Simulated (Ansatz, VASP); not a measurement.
ZrC in VASP and in Ansatz

```xyz
2
Lattice="0.0000 2.5382 2.2562 2.5382 0.0000 2.2562 2.5382 2.5382 0.0000" Properties=species:S:1:pos:R:3 pbc="T T T"
Zr    2.5382    2.5382    2.2562
C     0.0000    0.0000    0.0000
```

Change from the starting cell: strain +0.080 along x and y, -0.040 along z, atoms carried along.

Alike in both runs: task single point; functional PBE; k mesh 18 × 18 × 18; occupations gaussian, width 0.15 eV; no spin polarisation.

```csv
,VASP,Ansatz
version,VASP 6.6.1,Ansatz 0.2.0
potentials or method,"VASP PAW PBE potentials, release 64 (Zr_sv, C), cutoff 520 eV","scalar-relativistic, plane waves, PAW"
valence electrons in the cell,16,16
```

```tsv
	VASP	Ansatz	Ansatz less VASP
gap on the k mesh at the Fermi level (eV)	none	none	-
pressure (GPa)	-14.2	-14.4	-0.16
traceless stress, the component that is largest in VASP (GPa)	21.08	20.93	-0.141
```

A gap of «none» marks a metal or a gap that the smearing closes.
